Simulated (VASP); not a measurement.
# ZrTi3C4 in VASP: notebook

The runs below take ZrTi3C4 through single point, with PBE.

Everything below comes from runs of VASP 6.6.1. Logs are shortened: lines on timing, memory, paths and dates and some standing lists are left out, and cuts for length are marked.

**1. The cell of the first run**

The typed cell holds 8 atoms: a = 4.448 Å, b = 4.448 Å, c = 5.432 Å, α = 114.15°, β = 114.17°, γ = 89.99°.

**2. Single point, PBE**

Contents of INCAR:

```
  PREC = Accurate
  ENCUT = 520
  EDIFF = 1E-6
  ISMEAR = 0
  SIGMA = 0.2
  LREAL = F
  LASPH = T
  NELM = 80
  ALGO = Normal
  ISIF = 2
  LWAVE = F
  LCHARG = F
  GGA = PE
  NBANDS = 42
```

Contents of KPOINTS:

```
Automatic mesh
0
Gamma
  6 6 6
```

Contents of POSCAR:

```
ZrTi3C4
1.0
    4.4483395720      0.0003357208      0.0003535607
    0.0003349845      4.4483619596      0.0009630650
   -2.2239993298     -2.2234203044      4.4287870320
Zr Ti C
1 3 4
Direct
    0.5000014090      0.5000043225      0.9999987555
    0.0000010912      0.0000018788     -0.0000000105
    0.2499889203      0.7500281232      0.4999982286
    0.7500130752      0.2499778780      0.5000007736
    0.2439403377      0.2439391793      0.4878948834
    0.4999995995      1.0000002073      0.9999999187
    0.7560543689      0.7560504926      0.5121063365
    1.0000011982      0.4999979183      1.0000011144
```

Potentials or basis: VASP PAW PBE potentials, release 64 (Zr_sv, Ti_sv, C).

Started as:

```sh
cat potpaw_PBE.64/Zr_sv/POTCAR potpaw_PBE.64/Ti_sv/POTCAR potpaw_PBE.64/C/POTCAR > POTCAR
mpirun -np 1 vasp_std > vasp.out
```

OUTCAR:

```text
PREC = Accurate
   ENCUT = 520
   EDIFF = 1E-6
   ISMEAR = 0
   LREAL = F
   LASPH = T
   NELM = 80
   ISIF = 2
   GGA = PE

 ion  position               nearest neighbor table
   1  0.500  0.500  1.000-   6 2.22   8 2.22   8 2.22   6 2.22   5 2.27   7 2.27   3 3.14   4 3.14
                             4 3.14   3 3.14   3 3.14   4 3.14   4 3.14   3 3.14   2 3.15   2 3.15
   2  0.000  0.000  1.000-   7 2.16   5 2.16   8 2.22   6 2.22   6 2.22   8 2.22   1 3.15   1 3.15
                             1 3.15   1 3.15
   3  0.250  0.750  0.500-   8 2.21   6 2.21   5 2.22   7 2.22   7 2.22   5 2.23   1 3.14   1 3.14
                             1 3.14   1 3.14
   4  0.750  0.250  0.500-   8 2.21   6 2.21   7 2.22   5 2.22   5 2.22   7 2.22   1 3.14   1 3.14
                             1 3.14   1 3.14
   5  0.244  0.244  0.488-   2 2.16   3 2.22   4 2.22   4 2.22   3 2.23   1 2.27
   6  0.500  0.000  1.000-   4 2.21   3 2.21   1 2.22   2 2.22   2 2.22   1 2.22
   7  0.756  0.756  0.512-   2 2.16   4 2.22   3 2.22   3 2.22   4 2.22   1 2.27
   8  0.000  0.500  0.000-   3 2.21   4 2.21   2 2.22   1 2.22   1 2.22   2 2.22

  LATTYP: Found a triclinic cell.
 ALAT       =     5.4317516000
 B/A-ratio  =     0.8189512199
 C/A-ratio  =     0.8189553581
 COS(alpha) =     0.0001507934
 COS(beta)  =     0.4091919258
 COS(gamma) =     0.4094103113

  Lattice vectors:

 A1 = (  -2.2239993298,  -2.2234203044,   4.4287870320)
 A2 = (  -4.4483395720,  -0.0003357208,  -0.0003535607)
 A3 = (  -0.0003349845,  -4.4483619596,  -0.0009630650)

Analysis of symmetry for initial positions (statically):
=====================================================================
 Subroutine PRICEL returns:
 Original cell was already a primitive cell.

 Routine SETGRP: Setting up the symmetry group for a
 triclinic supercell.

 Subroutine GETGRP returns: Found  1 space group operations
 (whereof  1 operations were pure point group operations)
 out of a pool of  2 trial point group operations.

The static configuration has the point symmetry C_1 .

Analysis of symmetry for dynamics (positions and initial velocities):
=====================================================================
 Subroutine PRICEL returns:
 Original cell was already a primitive cell.

 Routine SETGRP: Setting up the symmetry group for a
 triclinic supercell.

 Subroutine GETGRP returns: Found  1 space group operations
 (whereof  1 operations were pure point group operations)
 out of a pool of  2 trial point group operations.

The dynamic configuration has the point symmetry C_1 .

 Subroutine INISYM returns: Found  1 space group operations
 (whereof  1 operations are pure point group operations),
 and found     1 'primitive' translations

----------------------------------------------------------------------------------------

                                     Primitive cell

  volume of cell :      87.6491

  direct lattice vectors                    reciprocal lattice vectors
     4.448339572  0.000335721  0.000353561     0.224794014 -0.000041363  0.112863808
     0.000334984  4.448361960  0.000963065    -0.000025932  0.224777424  0.112833833
    -2.223999330 -2.223420304  4.428787032    -0.000017940 -0.000048876  0.225761912

  length of vectors
     4.448339599  4.448362076  5.431751600     0.251536458  0.251508180  0.225761918

  position of ions in fractional coordinates (direct lattice)
     0.500001409  0.500004322  0.999998756
     0.000001091  0.000001879  0.999999989
     0.249988920  0.750028123  0.499998229
     0.750013075  0.249977878  0.500000774
     0.243940338  0.243939179  0.487894883
     0.499999600  0.000000207  0.999999919
     0.756054369  0.756050493  0.512106336
     0.000001198  0.499997918  0.000001114

  ion indices of the primitive-cell ions
   primitive index   ion index
                 1           1
                 2           2
                 3           3
                 4           4
                 5           5
                 6           6
                 7           7
                 8           8

----------------------------------------------------------------------------------------

 KPOINTS: Automatic mesh

Automatic generation of k-mesh.
 Grid dimensions read from file:
 generate k-points for:    6    6    6

 Generating k-lattice:

  Cartesian coordinates                     Fractional coordinates (reciprocal lattice)
     0.037465669 -0.000006894  0.018810635     0.166666667  0.000000000  0.000000000
    -0.000004322  0.037462904  0.018805639    -0.000000000  0.166666667  0.000000000
    -0.000002990 -0.000008146  0.037626985     0.000000000  0.000000000  0.166666667

  Length of vectors
     0.041922743  0.041918030  0.037626986

  Shift w.r.t. Gamma in fractional coordinates (k-lattice)
     0.000000000  0.000000000  0.000000000

 Subroutine IBZKPT returns following result:
 ===========================================

 Found    112 irreducible k-points:

 Following reciprocal coordinates:
            Coordinates               Weight
  0.000000  0.000000  0.000000      1.000000
  0.166667 -0.000000  0.000000      2.000000
  0.333333 -0.000000 -0.000000      2.000000
  0.500000 -0.000000  0.000000      1.000000
  0.000000  0.166667  0.000000      2.000000
  0.166667  0.166667  0.000000      2.000000
[... 16 lines left out ...]
  0.333333 -0.000000  0.166667      2.000000
  0.500000 -0.000000  0.166667      2.000000
 [... further k-points ...]
   k-points           NKPTS =    112   k-points in BZ     NKDIM =    112   number of bands    NBANDS=     42
   number of dos      NEDOS =    301   number of ions     NIONS =      8
   total plane-waves  NPLWV =  51840
   dimension x,y,z NGX =    36 NGY =   36 NGZ =   40
   dimension x,y,z NGXF=    72 NGYF=   72 NGZF=   80
   ions per type =               1   3   4
   NGX,Y,Z   is equivalent  to a cutoff of  13.45, 13.45, 12.24 a.u.
   NGXF,Y,Z  is equivalent  to a cutoff of  26.91, 26.91, 24.49 a.u.
 SYSTEM =  unknown system
   PREC   = accura    normal or accurate (medium, high low for compatibility)
   ISTART =      0    job   : 0-new  1-cont  2-samecut
   ICHARG =      2    charge: 1-file 2-atom 10-const
   ISPIN  =      1    spin polarized calculation?
   LNONCOLLINEAR =      F non collinear calculations
   LSORBIT =      F    spin-orbit coupling
   LASPH  =      T    aspherical Exc in radial PAW
   ENCUT  =  520.0 eV  38.22 Ry    6.18 a.u.   8.27  8.27 10.10*2*pi/ulx,y,z
   NELM   =     80;   NELMIN=  2; NELMDL= -5     # of ELM steps
   EDIFF  = 0.1E-05   stopping-criterion for ELM
   LREAL  =      F    real-space projection
[... 7 lines left out ...]
   TEBEG  =    0.0;   TEEND  =   0.0 temperature during run
   PSTRESS=    0.0 pullay stress
   NELECT =      64.0000    total number of electrons
   NUPDOWN=      -1.0000    fix difference up-down
   EMIN   =  10.00;   EMAX   =-10.00  energy-range for DOS
   EFERMI =   0.00;   METHOD = LEGACY
   ISMEAR =     0;   SIGMA  =   0.20  broadening in eV -4-tet -1-fermi 0-gaus
   EFERMI_NEDOS =   21; number of points for ismear=-14 and -15
   IALGO  =     38    algorithm
   IMIX   =      4    mixing-type and parameters
     AMIX     =   0.40;   BMIX     =  1.00
     AMIX_MAG =   1.60;   BMIX_MAG =  1.00
  volume/ion in A,a.u.               =      10.96        73.94
  Fermi-wavevector in a.u.,A,eV,Ry     =   1.474186  2.785808 29.568524  2.173225
  Thomas-Fermi vector in A             =   2.588988
   LORBIT       =      0    0 simple, 1 ext, 2 COOP (PROOUT), +10 PAW based schemes
   GGA     = PE    functional components
   LHFCALC =     F    Hartree Fock is set to
   AEXX    =    0.0000 exact exchange contribution
   IVDW    =     0    specifies the selected vdW correction
   LEPSILON=     F    determine dielectric tensor
   LRPA    =     F    only Hartree local field effects (RPA)
 non-spin polarized calculation
 Gauss-broadening in eV      SIGMA  =   0.20
  energy-cutoff  :      520.00
  volume of cell :       87.65
 maximum number of plane-waves:      2397
 NGX is ok and might be reduce to    36
   NGX = 17   NGY = 17   NGZ = 21

 number of electron      63.9999982 magnetization

 Free energy of the ion-electron system (eV)
  ---------------------------------------------------
  ext. energy  EPLUGINS =         0.00000000
  ---------------------------------------------------
  free energy    TOTEN  =       -75.07277373 eV

  energy without entropy =      -75.04736502  energy(sigma->0) =      -75.06006937

 E-fermi :   9.3743     XC(G=0): -12.4860

 val. band max:        9.3480799352   @ k =   0.0000  -0.1667   0.1667
 cond. band min:       9.3815979099   @ k =   0.0000  -0.3333   0.1667
 fundamental gap:      0.0335179747
 Fermi energy:         9.3742803446

 k-point     1 :       0.0000    0.0000    0.0000
  band No.  band energies     occupation
      1     -47.3817      2.00000
      2     -47.3418      2.00000
      3     -47.2681      2.00000
      4     -38.1701      2.00000
      5     -23.7215      2.00000
      6     -23.7090      2.00000
[... 34 lines left out ...]
     41      12.2171      0.00000
     42      12.2174      0.00000

 k-point     2 :       0.1667   -0.0000    0.0000
  band No.  band energies     occupation
      1     -47.3785      2.00000
      2     -47.3441      2.00000
      3     -47.2690      2.00000
      4     -38.1701      2.00000
      5     -23.7285      2.00000
      6     -23.7005      2.00000
[... 34 lines left out ...]
     41      12.3490      0.00000
     42      12.7084      0.00000

 k-point     3 :       0.3333   -0.0000   -0.0000
  band No.  band energies     occupation
      1     -47.3701      2.00000
      2     -47.3504      2.00000
      3     -47.2710      2.00000
      4     -38.1703      2.00000
      5     -23.7174      2.00000
      6     -23.6782      2.00000
[... 897 lines left out ...]
      4     -38.1704      2.00000
      5     -23.6943      2.00000
      6     -23.6927      2.00000
[... 34 lines left out ...]
     41      12.6433      0.00000
     42      12.8672      0.00000

 k-point    24 :       0.5000   -0.0000    0.1667
  band No.  band energies     occupation
      1     -47.3606      2.00000
      2     -47.3588      2.00000
      3     -47.2720      2.00000
      4     -38.1703      2.00000
      5     -23.7014      2.00000
      6     -23.6692      2.00000
[... 34 lines left out ...]
     41      12.8148      0.00000
     42      12.8987      0.00000

 [... further k-points ...]

------------------------ aborting loop because EDIFF is reached ----------------------------------------

  FORCE on cell =-STRESS in cart. coord.  units (eV):
  Direction    XX          YY          ZZ          XY          YZ          ZX
  --------------------------------------------------------------------------------------
  -------------------------------------------------------------------------------------
  Total        0.1327678      0.1316951      0.1654586     -0.0132467     -0.0356406     -0.0130455
  in kB        2.4269226      2.4073149      3.0244926     -0.2421433     -0.6514905     -0.2384650
  external PRESSURE =       2.6195767 kB  Pullay stress =       0.0000000 kB

 VOLUME and BASIS-vectors are now :
 -----------------------------------------------------------------------------
  energy-cutoff  :      520.00
  volume of cell :       87.65
      direct lattice vectors                 reciprocal lattice vectors
     4.448339572  0.000335721  0.000353561     0.224794014 -0.000041363  0.112863808
     0.000334984  4.448361960  0.000963065    -0.000025932  0.224777424  0.112833833
    -2.223999330 -2.223420304  4.428787032    -0.000017940 -0.000048876  0.225761912

 POSITION                                       TOTAL-FORCE (eV/Angst)
 -----------------------------------------------------------------------------------
      0.00035      0.00095      4.42944        -0.000158     -0.000437      0.000122
     -2.22399     -2.22341      4.42879        -0.000047     -0.000049      0.000000
      0.00029      2.22477      2.21520         0.000055     -0.000193      0.000140
      2.22440      0.00053      2.21490        -0.000181     -0.000160     -0.000104
      0.00013      0.00042      2.16110         0.000210      0.000073     -0.003508
      0.00017     -2.22325      4.42896         0.000023      0.000211      0.000017
      2.22452      2.22481      2.26901         0.000051      0.000425      0.003387
      0.00017      2.22417      0.00049         0.000047      0.000130     -0.000054
 -----------------------------------------------------------------------------------
    total drift:                               -0.000000      0.000002     -0.000004

  FREE ENERGIE OF THE ION-ELECTRON SYSTEM (eV)
  ---------------------------------------------------
  free  energy   TOTEN  =       -75.0727737263 eV

  energy  without entropy=      -75.0473650154  energy(sigma->0) =      -75.06006937
```

Wall time 16 min (1 thread of Intel Xeon 8259CL, shared host); peak memory 0.47 GiB.

Results:

```yaml
Free_energy: -75.0728 eV
Pressure: 0.3 GPa
Largest_force: 0.004 eV/Å
Band_gap_on_the_k_mesh: zero (bands 32 and 33 overlap by 1.01 eV)
```

Forces in eV/Å, atoms in the order of the input:
```
Zr   0.000  0.000  0.000
Ti   0.000  0.000  0.000
Ti   0.000  0.000  0.000
Ti   0.000  0.000  0.000
C    0.000  0.000 -0.004
C    0.000  0.000  0.000
C    0.000  0.000  0.003
C    0.000  0.000  0.000
```

**3. Single point, PBE (9.64 Å³/atom)**

This run uses another cell than the first one, of 9.64 Å³/atom.

Contents of INCAR:

```
SYSTEM = ZrTi3C4
PREC = Accurate
ENCUT = 520
EDIFF = 1E-6
ISMEAR = 0
SIGMA = 0.1
LREAL = .False.
LASPH = .True.
NELM = 60
ALGO = Normal
ISIF = 2
LWAVE = .False.
LCHARG = .False.
GGA = PE
NBANDS = 42
```

Contents of KPOINTS:

```
regular mesh
0
Gamma
  12 12 12
  0 0 0
```

Contents of POSCAR:

```
ZrTi3C4
1.0
   -2.1303334051      2.1303334051      4.2488846774
    2.1303334051     -2.1303334051      4.2488846774
    2.1303334051      2.1303334051     -4.2488846774
Zr Ti C
1 3 4
Direct
    0.5000000000      0.5000000000      0.0000000000
    0.0000000000      0.0000000000      0.0000000000
    0.7500000000      0.2500000000      0.5000000000
    0.2500000000      0.7500000000      0.5000000000
    0.2433694498      0.2433694498      0.0000000000
    0.0000000000      0.5000000000      0.5000000000
    0.7566305502      0.7566305502      0.0000000000
    0.5000000000      0.0000000000      0.5000000000
```

Potentials or basis: VASP PAW PBE potentials, release 64 (Zr_sv, Ti_sv, C).

Started as:

```sh
cat potpaw_PBE.64/Zr_sv/POTCAR potpaw_PBE.64/Ti_sv/POTCAR potpaw_PBE.64/C/POTCAR > POTCAR
mpirun -np 1 vasp_std > vasp.out
```

Run time: 23 min. Hardware: 1 thread of Intel Xeon 8259CL, shared host; peak memory 0.57 GiB.

Results (log left out):

```
Free energy            : -73.8711 eV
Pressure               : 39.4 GPa
Largest force          : 0.006 eV/Å
Band gap on the k mesh : zero (bands 32 and 33 overlap by 1.12 eV)
```

Forces in eV/Å, atoms in the order of the input:
```
Zr   0.000  0.000  0.000
Ti   0.000  0.000  0.000
Ti   0.000  0.000  0.000
Ti   0.000  0.000  0.000
C    0.000  0.000 -0.006
C    0.000  0.000  0.000
C    0.000  0.000  0.006
C    0.000  0.000  0.000
```

Levels at points of the mesh, in eV from the Fermi level:
| k point | band 30 | band 31 | band 32 | band 33 | band 34 | band 35 |
| --- | --- | --- | --- | --- | --- | --- |
| (0.00, 0.00, 0.00) | 0.21 | 0.74 | 0.74 | 0.76 | 1.50 | 1.50 |
| (0.50, 0.00, 0.00) | -1.95 | -1.95 | -1.65 | 1.19 | 1.25 | 2.66 |
| (0.50, 0.50, 0.00) | -2.94 | -2.77 | -2.39 | 2.19 | 2.69 | 3.19 |
| (0.50, 0.50, 0.50) | -0.53 | -0.45 | -0.45 | -0.28 | 0.32 | 0.32 |

Caveat: the cell stands under pressure.

The gap in the log of VASP goes by the Fermi energy; the results here count the filled bands.